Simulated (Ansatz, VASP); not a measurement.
## Ba in VASP and in Ansatz

The input INCAR:

```
SYSTEM = Ba
PREC     = Accurate       ! precision mode
ENCUT    = 500            ! plane-wave cutoff, eV
EDIFF    = 1E-6           ! SCF threshold, eV
ISMEAR   = -1             ! smearing method
SIGMA    = 0.1            ! smearing width, eV
LREAL    = .FALSE.        ! projectors in reciprocal space
LASPH    = .TRUE.         ! aspherical terms in the spheres
NELM     = 200            ! most SCF steps
ALGO     = Normal         ! electronic algorithm
ISIF     = 2              ! what is computed and relaxed
LWAVE    = .FALSE.        ! write WAVECAR
LCHARG   = .FALSE.        ! write CHGCAR
LNONCOLLINEAR= .TRUE.         ! non-collinear magnetism
MAGMOM   = 0 0 0 0 0 0    ! initial moments
LORBIT   = 11             ! projections on sites
LSORBIT  = .TRUE.         ! spin-orbit coupling
GGA_COMPAT= .FALSE.      
LORBMOM  = .TRUE.       
GGA      = PE             ! functional
NBANDS   = 32             ! bands
KPAR     = 4
```

File KPOINTS:

```
Automatic mesh
0
G
  9 9 6
  0 0 0
```

POSCAR

```
Ba
1.0
   -3.8249566190      3.8239823718      2.0705620676
    3.8239823718     -3.8249566190      2.0705620676
    3.8267372180      3.8267372180     -2.0723464031
Ba
2
Direct
    0.0000490125      0.9999509875      0.0000000000
    0.7499509875      0.2500490125      0.5000000000
```

Input for Ansatz:

```yaml
crystal:
  lattice:
    - [-3.824956619, 3.8239823718, 2.0705620676]
    - [3.8239823718, -3.824956619, 2.0705620676]
    - [3.826737218, 3.826737218, -2.0723464031]
  atoms:
    - { symbol: Ba, position: [4.90125e-05, 0.9999509875, 0.0] }
    - { symbol: Ba, position: [0.7499509875, 0.2500490125, 0.5] }
hamiltonian:
  xc: pbe
  pseudopotentials:
    kind: paw_fr
    azcp:
      Ba: "pseudopotentials/Ba.paw.azcp"
basis:
  ecutwfc: 420
  fft_grid_basis: typed
kpoints:
  mp_grid: { grid: [9, 9, 6], shift: [0, 0, 0] }
magnetization:
  noncollinear: true
  spin_orbit: true
scf:
  occupations: { method: fermi_dirac, width: 0.1 }
output:
  write_density: true
  write_potential: true
  elf: true
  volumetric_format: npy
```

Alike in both runs: task single point; functional PBE; k mesh 9 × 9 × 6; occupations fermi-dirac, width 0.1 eV; non-collinear spin, spin-orbit coupling.

|  | VASP | Ansatz |
| --- | --- | --- |
| version | VASP 6.6.1 | Ansatz 0.2.0 |
| potentials or method | VASP PAW PBE potentials, release 64 (Ba_sv), cutoff 500 eV | plane waves (420 eV) with PAW, fully relativistic with spin-orbit coupling |
| valence electrons in the cell | 20 | 20 |

|  | VASP | Ansatz | Ansatz less VASP |
| --- | --- | --- | --- |
| net moment per atom (μB) | 0.00 | 0.00 | 0.000 |

With one functional, cell and mesh, what is left measures potentials, basis and numerics.
